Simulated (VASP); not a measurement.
# Rb in VASP: further runs

Rb is run at these levels: PBE; tasks: single point.

Program: VASP 6.6.1. These are calculated values, not measurements. Logs are shortened: lines on timing, memory, paths and dates and some standing lists are left out, and cuts for length are marked.

## Step 1: The cell of the first run

The cell holds a slab with vacuum, 6 atoms: a = 8.021 Å, b = 8.021 Å, c = 28.186 Å, α = 90.00°, β = 90.00°, γ = 120.00°.

## Step 2: Single point, PBE

INCAR

```
  PREC = Accurate
  ENCUT = 520
  EDIFF = 1E-7
  ISMEAR = -1
  SIGMA = 0.1
  LREAL = False
  LASPH = True
  NELM = 100
  ALGO = Normal
  ISIF = 2
  LWAVE = False
  LCHARG = False
  LDIPOL = True
  IDIPOL = 3
  DIPOL = 0.5 0.5 0.500
  GGA = PE
  NBANDS = 36
```

KPOINTS

```
regular mesh
0
Gamma
  6 6 1
```

POSCAR

```
Rb
1.0
    8.0211376235      0.0000000000      0.0000000000
   -4.0105688117      6.9465089492      0.0000000000
    0.0000000000      0.0000000000     28.1865000000
Rb
6
Direct
    0.1666666667      0.3333333333      0.3681102255
    0.5000000000      1.0000000000      0.4161502719
    0.8333333333      0.6666666667      0.4615372309
    0.1666666667      0.3333333333      0.5384626877
    0.5000000000      1.0000000000      0.5838498951
    0.8333333333      0.6666666667      0.6318896883
```

Potentials or basis: VASP PAW PBE potentials, release 64 (Rb_sv).

Started as:

```bash
$ cat potpaw_PBE.64/Rb_sv/POTCAR > POTCAR
$ mpirun -np 1 vasp_std > vasp.out
```

OUTCAR:

```text
PREC = Accurate
   ENCUT = 520
   EDIFF = 1E-7
   ISMEAR = -1
   LREAL = False
   LASPH = True
   NELM = 100
   ISIF = 2
   GGA = PE

 ion  position               nearest neighbor table
   1  0.167  0.333  0.368-   4 4.80   2 4.82   2 4.82   2 4.82   3 5.33   3 5.33   3 5.33
   2  0.500  0.000  0.416-   5 4.73   3 4.80   3 4.80   3 4.80   1 4.82   1 4.82   1 4.82   4 5.77
                             4 5.77   4 5.77
   3  0.833  0.667  0.462-   6 4.80   2 4.80   2 4.80   2 4.80   4 5.11   4 5.11   4 5.11   1 5.33
                             1 5.33   1 5.33   5 5.77   5 5.77   5 5.77
   4  0.167  0.333  0.538-   1 4.80   5 4.80   5 4.80   5 4.80   3 5.11   3 5.11   3 5.11   6 5.33
                             6 5.33   6 5.33   2 5.77   2 5.77   2 5.77
   5  0.500  0.000  0.584-   2 4.73   4 4.80   4 4.80   4 4.80   6 4.82   6 4.82   6 4.82   3 5.77
                             3 5.77   3 5.77
   6  0.833  0.667  0.632-   3 4.80   5 4.82   5 4.82   5 4.82   4 5.33   4 5.33   4 5.33

  LATTYP: Found a hexagonal cell.
 ALAT       =     8.0211376235
 C/A-ratio  =     3.5140277256

  Lattice vectors:

 A1 = (   8.0211376235,   0.0000000000,   0.0000000000)
 A2 = (  -4.0105688117,   6.9465089492,   0.0000000000)
 A3 = (   0.0000000000,   0.0000000000,  28.1865000000)

Analysis of symmetry for initial positions (statically):
=====================================================================
 Subroutine PRICEL returns:
 Original cell was already a primitive cell.

 Routine SETGRP: Setting up the symmetry group for a
 hexagonal supercell.

 Subroutine GETGRP returns: Found 12 space group operations
 (whereof  4 operations were pure point group operations)
 out of a pool of 24 trial point group operations.

The static configuration has the point symmetry C_2h.
 The point group associated with its full space group is D_3d.

Analysis of symmetry for dynamics (positions and initial velocities):
=====================================================================
 Subroutine PRICEL returns:
 Original cell was already a primitive cell.

 Routine SETGRP: Setting up the symmetry group for a
 hexagonal supercell.

 Subroutine GETGRP returns: Found 12 space group operations
 (whereof  4 operations were pure point group operations)
 out of a pool of 24 trial point group operations.

The dynamic configuration has the point symmetry C_2h.
 The point group associated with its full space group is D_3d.

 Subroutine INISYM returns: Found 12 space group operations
 (whereof  4 operations are pure point group operations),
 and found     1 'primitive' translations

----------------------------------------------------------------------------------------

                                     Primitive cell

  volume of cell :    1570.5209

  direct lattice vectors                    reciprocal lattice vectors
     8.021137623  0.000000000  0.000000000     0.124670595  0.071978602  0.000000000
    -4.010568812  6.946508949  0.000000000     0.000000000  0.143957203  0.000000000
     0.000000000  0.000000000 28.186500000     0.000000000  0.000000000  0.035477977

  length of vectors
     8.021137623  8.021137623 28.186500000     0.143957203  0.143957203  0.035477977

  position of ions in fractional coordinates (direct lattice)
     0.166666667  0.333333333  0.368110225
     0.500000000  0.000000000  0.416150272
     0.833333333  0.666666667  0.461537231
     0.166666667  0.333333333  0.538462688
     0.500000000  0.000000000  0.583849895
     0.833333333  0.666666667  0.631889688

  ion indices of the primitive-cell ions
   primitive index   ion index
                 1           1
                 2           2
                 3           3
                 4           4
                 5           5
                 6           6

----------------------------------------------------------------------------------------

 KPOINTS: regular mesh

Automatic generation of k-mesh.
 Grid dimensions read from file:
 generate k-points for:    6    6    1

 Generating k-lattice:

  Cartesian coordinates                     Fractional coordinates (reciprocal lattice)
     0.020778432  0.011996434  0.000000000     0.166666667  0.000000000  0.000000000
     0.000000000  0.023992867  0.000000000     0.000000000  0.166666667  0.000000000
     0.000000000  0.000000000  0.035477977     0.000000000  0.000000000  1.000000000

  Length of vectors
     0.023992867  0.023992867  0.035477977

  Shift w.r.t. Gamma in fractional coordinates (k-lattice)
     0.000000000  0.000000000  0.000000000

 Subroutine IBZKPT returns following result:
 ===========================================

 Found      7 irreducible k-points:

 Following reciprocal coordinates:
            Coordinates               Weight
  0.000000  0.000000  0.000000      1.000000
  0.166667 -0.000000  0.000000      6.000000
  0.333333 -0.000000  0.000000      6.000000
  0.500000  0.000000  0.000000      3.000000
  0.166667  0.166667  0.000000      6.000000
  0.333333  0.166667  0.000000     12.000000
  0.333333  0.333333  0.000000      2.000000
   k-points           NKPTS =      7   k-points in BZ     NKDIM =      7   number of bands    NBANDS=     36
   number of dos      NEDOS =    301   number of ions     NIONS =      6
   total plane-waves  NPLWV = 756000
   dimension x,y,z NGX =    60 NGY =   60 NGZ =  210
   dimension x,y,z NGXF=   120 NGYF=  120 NGZF=  420
   ions per type =               6
   NGX,Y,Z   is equivalent  to a cutoff of  12.44, 12.44, 12.39 a.u.
   NGXF,Y,Z  is equivalent  to a cutoff of  24.87, 24.87, 24.77 a.u.
 SYSTEM =  unknown system
   PREC   = accura    normal or accurate (medium, high low for compatibility)
   ISTART =      0    job   : 0-new  1-cont  2-samecut
   ICHARG =      2    charge: 1-file 2-atom 10-const
   ISPIN  =      1    spin polarized calculation?
   LNONCOLLINEAR =      F non collinear calculations
   LSORBIT =      F    spin-orbit coupling
   LASPH  =      T    aspherical Exc in radial PAW
   ENCUT  =  520.0 eV  38.22 Ry    6.18 a.u.  14.91 14.91 52.41*2*pi/ulx,y,z
   NELM   =    100;   NELMIN=  2; NELMDL= -5     # of ELM steps
   EDIFF  = 0.1E-06   stopping-criterion for ELM
   LREAL  =      F    real-space projection
   EDIFFG = 0.1E-05   stopping-criterion for IOM
   NSW    =      0    number of steps for IOM
   IBRION =     -1    ionic relax: 0-MD 1-quasi-New 2-CG
   NFREE  =      0    steps in history (QN), initial steepest desc. (CG)
   ISIF   =      2    stress and relaxation
   ISYM   =      2    0-nonsym 1-usesym 2-fastsym
   POTIM  = 0.5000    time-step for ionic-motion
   TEBEG  =    0.0;   TEEND  =   0.0 temperature during run
   PSTRESS=    0.0 pullay stress
   NELECT =      54.0000    total number of electrons
   NUPDOWN=      -1.0000    fix difference up-down
   EMIN   =  10.00;   EMAX   =-10.00  energy-range for DOS
   EFERMI =   0.00;   METHOD = LEGACY
   ISMEAR =    -1;   SIGMA  =   0.10  broadening in eV -4-tet -1-fermi 0-gaus
   EFERMI_NEDOS =   21; number of points for ismear=-14 and -15
   IALGO  =     38    algorithm
   IMIX   =      4    mixing-type and parameters
     AMIX     =   0.40;   BMIX     =  1.00
     AMIX_MAG =   1.60;   BMIX_MAG =  1.00
  volume/ion in A,a.u.               =     261.75      1766.40
  Fermi-wavevector in a.u.,A,eV,Ry     =   0.532343  1.005982  3.855742  0.283389
  Thomas-Fermi vector in A             =   1.555785
   LORBIT       =      0    0 simple, 1 ext, 2 COOP (PROOUT), +10 PAW based schemes
   GGA     = PE    functional components
   LHFCALC =     F    Hartree Fock is set to
   AEXX    =    0.0000 exact exchange contribution
   IVDW    =     0    specifies the selected vdW correction
   LEPSILON=     F    determine dielectric tensor
   LRPA    =     F    only Hartree local field effects (RPA)
 non-spin polarized calculation
  energy-cutoff  :      520.00
  volume of cell :     1570.52
 maximum number of plane-waves:     42351
 NGX is ok and might be reduce to    60
   NGX = 29   NGY = 29   NGZ =105

 dipolmoment           0.000000      0.000000     -0.000000 electrons x Angstroem

 number of electron      53.9999999 magnetization

 dipolmoment           0.000000      0.000000      0.000000 electrons x Angstroem

 Free energy of the ion-electron system (eV)
  ---------------------------------------------------
  ext. energy  EPLUGINS =         0.00000000
  ---------------------------------------------------
  free energy    TOTEN  =        -5.01780988 eV

  energy without entropy =       -4.82347844  energy(sigma->0) =       -4.92064416

 E-fermi :  -1.3109     XC(G=0):  -2.3892

 val. band max:       -1.4545431711   @ k =   0.5000   0.0000   0.0000
 cond. band min:      -1.2961332462   @ k =   0.3333   0.1667   0.0000
 fundamental gap:      0.1584099249
 Fermi energy:        -1.3109467052

 k-point     1 :       0.0000    0.0000    0.0000
  band No.  band energies     occupation
      1     -30.5740      2.00000
      2     -30.5740      2.00000
      3     -30.3488      2.00000
      4     -30.3472      2.00000
      5     -30.2426      2.00000
      6     -30.2411      2.00000
[... 28 lines left out ...]
     35       0.2247      0.00000
     36       0.2301      0.00000

 k-point     2 :       0.1667   -0.0000    0.0000
  band No.  band energies     occupation
      1     -30.5740      2.00000
      2     -30.5740      2.00000
      3     -30.3488      2.00000
      4     -30.3472      2.00000
      5     -30.2426      2.00000
      6     -30.2412      2.00000
[... 28 lines left out ...]
     35       0.1967      0.00000
     36       0.3456      0.00000

 k-point     3 :       0.3333   -0.0000    0.0000
  band No.  band energies     occupation
      1     -30.5740      2.00000
      2     -30.5740      2.00000
      3     -30.3488      2.00000
      4     -30.3472      2.00000
      5     -30.2423      2.00000
      6     -30.2414      2.00000
[... 28 lines left out ...]
     35       0.0549      0.00000
     36       0.4345      0.00000

 k-point     4 :       0.5000    0.0000    0.0000
  band No.  band energies     occupation
      1     -30.5740      2.00000
      2     -30.5740      2.00000
      3     -30.3488      2.00000
      4     -30.3472      2.00000
      5     -30.2422      2.00000
      6     -30.2416      2.00000
[... 28 lines left out ...]
     35       0.2018      0.00000
     36       0.3185      0.00000

 k-point     5 :       0.1667    0.1667    0.0000
  band No.  band energies     occupation
      1     -30.5740      2.00000
      2     -30.5740      2.00000
      3     -30.3488      2.00000
      4     -30.3472      2.00000
      5     -30.2424      2.00000
      6     -30.2414      2.00000
[... 28 lines left out ...]
     35       0.2134      0.00000
     36       0.3106      0.00000

 k-point     6 :       0.3333    0.1667    0.0000
  band No.  band energies     occupation
      1     -30.5740      2.00000
      2     -30.5740      2.00000
      3     -30.3488      2.00000
      4     -30.3472      2.00000
      5     -30.2422      2.00000
      6     -30.2416      2.00000
[... 28 lines left out ...]
     35       0.1990      0.00000
     36       0.4613      0.00000

 k-point     7 :       0.3333    0.3333    0.0000
  band No.  band energies     occupation
      1     -30.5740      2.00000
      2     -30.5740      2.00000
      3     -30.3488      2.00000
      4     -30.3472      2.00000
      5     -30.2419      2.00000
      6     -30.2419      2.00000
[... 28 lines left out ...]
     35       0.3952      0.00000
     36       0.3952      0.00000

------------------------ aborting loop because EDIFF is reached ----------------------------------------

 vacuum level on the upper side and lower side of the slab       (xc-potential included)        -0.067        -0.067

  FORCE on cell =-STRESS in cart. coord.  units (eV):
  Direction    XX          YY          ZZ          XY          YZ          ZX
  --------------------------------------------------------------------------------------
  -------------------------------------------------------------------------------------
  Total        0.0433097      0.0433097     -0.0084097      0.0000000      0.0000000      0.0000000
  in kB        0.0441827      0.0441827     -0.0085792      0.0000000      0.0000000      0.0000000
  external PRESSURE =       0.0265954 kB  Pullay stress =       0.0000000 kB

 VOLUME and BASIS-vectors are now :
 -----------------------------------------------------------------------------
  energy-cutoff  :      520.00
  volume of cell :     1570.52
      direct lattice vectors                 reciprocal lattice vectors
     8.021137623  0.000000000  0.000000000     0.124670595  0.071978602  0.000000000
    -4.010568812  6.946508949  0.000000000     0.000000000  0.143957203  0.000000000
     0.000000000  0.000000000 28.186500000     0.000000000  0.000000000  0.035477977

 POSITION                                       TOTAL-FORCE (eV/Angst)
 -----------------------------------------------------------------------------------
      0.00000      2.31550     10.37574        -0.000000      0.000000     -0.000025
      4.01057      0.00000     11.72982        -0.000000     -0.000000      0.000195
      4.01057      4.63101     13.00912         0.000000     -0.000000     -0.000351
      0.00000      2.31550     15.17738        -0.000000      0.000000      0.000351
      4.01057      0.00000     16.45669         0.000000     -0.000000     -0.000195
      4.01057      4.63101     17.81076         0.000000     -0.000000      0.000025
 -----------------------------------------------------------------------------------
    total drift:                                0.000001     -0.000001     -0.000059

  FREE ENERGIE OF THE ION-ELECTRON SYSTEM (eV)
  ---------------------------------------------------
  free  energy   TOTEN  =        -5.0178098842 eV

  energy  without entropy=       -4.8234784425  energy(sigma->0) =       -4.92064416

 vacuum level on the upper side and lower side of the slab         0.725         0.725
```

Run time: 17 min. Hardware: 1 thread of Intel Xeon Platinum 8259CL at 2.50GHz (Skylake/Cascade Lake), shared host; peak memory 1.4 GiB.

What came out:

| Quantity | Value |
| --- | --- |
| Free energy | -5.0178 eV |
| Band gap on the k mesh | zero (band 27 reaches -1.11 eV, above the bottom of band 28 at -1.45 eV) |

## Step 3: Single point, PBE

INCAR

```
PREC     = Accurate       # precision mode
ENCUT    = 520            # plane-wave cutoff, eV
EDIFF    = 1E-7           # SCF threshold, eV
ISMEAR   = -1             # smearing method
SIGMA    = 0.1            # smearing width, eV
LREAL    = False          # projectors in reciprocal space
LASPH    = True           # aspherical terms in the spheres
NELM     = 80             # most SCF steps
ALGO     = Normal         # electronic algorithm
ISIF     = 2              # what is computed and relaxed
LWAVE    = False          # write WAVECAR
LCHARG   = False          # write CHGCAR
LDIPOL   = True         
IDIPOL   = 3            
DIPOL    = 0.5 0.5 0.500
GGA      = PE             # functional
NBANDS   = 36             # bands
EFIELD   = -0.3
```

KPOINTS

```
Automatic mesh
0
Gamma
  6 6 1
```

POSCAR is that of step 2.

Potentials or basis: VASP PAW PBE potentials, release 64 (Rb_sv).

Started as:

```bash
$ cat potpaw_PBE.64/Rb_sv/POTCAR > POTCAR
$ mpirun -np 1 vasp_std > vasp.out
```

Wall time 12 min (1 thread of Intel Xeon Platinum 8488C (Sapphire Rapids), shared host); peak memory 1.4 GiB.

It converged, with:

```yaml
Free_energy: -5.1842 eV
Largest_force: 0.023 eV/Å
Band_gap_on_the_k_mesh: zero (band 27 reaches -1.19 eV, above the bottom of band 28 at -1.53 eV)
```

Forces in eV/Å, atoms in the order of the input:
```
Rb   0.000  0.000 -0.005
Rb   0.000  0.000 -0.010
Rb   0.000  0.000  0.000
Rb   0.000  0.000 -0.003
Rb   0.000  0.000 -0.006
Rb   0.000  0.000  0.023
```

Levels at points of the mesh, in eV from the Fermi level:
```
           k point  band 25  band 26  band 27  band 28  band 29  band 30
(0.00, 0.00, 0.00)    -1.76    -1.01     0.06     0.62     1.04     1.10
(0.50, 0.00, 0.00)    -0.86    -0.83    -0.19    -0.13     0.49     0.70
```

## Step 4: Single point, PBE

INCAR

```
PREC = Accurate
ENCUT = 520
EDIFF = 1E-6
ISMEAR = -1
SIGMA = 0.1
LREAL = F
LASPH = T
NELM = 100
ALGO = Normal
ISIF = 2
LWAVE = F
LCHARG = F
GGA = PE
NBANDS = 36
```

KPOINTS

```
regular mesh
0
Gamma
  6 6 1
```

POSCAR is that of step 3.

Started as:

```bash
$ cat potpaw_PBE.64/Rb_sv/POTCAR > POTCAR
$ mpirun -np 1 vasp_std > vasp.out
```

Wall time 11 min (1 thread of Intel Xeon Platinum 8488C (Sapphire Rapids), shared host); peak memory 1.3 GiB.

Results (log left out):

| Item | Value |
| --- | --- |
| Free energy | -5.0178 eV |
| Band gap on the k mesh | zero (band 27 reaches -1.11 eV, above the bottom of band 28 at -1.45 eV) |

Levels at points of the mesh, in eV from the Fermi level:
| k point | band 24 | band 25 | band 26 | band 27 | band 28 | band 29 | band 30 | band 31 |
| --- | --- | --- | --- | --- | --- | --- | --- | --- |
| (0.00, 0.00, 0.00) | -13.00 | -1.77 | -1.02 | 0.09 | 0.94 | 1.10 | 1.10 | 1.14 |
| (0.50, 0.00, 0.00) | -13.00 | -0.86 | -0.84 | -0.19 | -0.14 | 0.48 | 0.71 | 0.83 |

## Step 5: The runs side by side

```tsv
dipole correction	electric field (eV/Å)	gap on the mesh (eV)
yes	-	none
yes	0.3	none
no	-	none
```

Alike in all rows: task single point; level PBE; potentials or basis VASP PAW PBE potentials, release 64 (Rb_sv); no spin polarisation; cell a = 8.021, b = 8.021, c = 28.186 Å, angles 90.0, 90.0, 120.0°, 6 atoms; k mesh 6 × 6 × 1; cutoff (eV) 520; smearing fermi-dirac 0.1 eV.

Every run on the cell as given and a fine mesh finds a metal.

Total energies depend on the potentials used, so only differences within one code and one set of settings carry meaning.
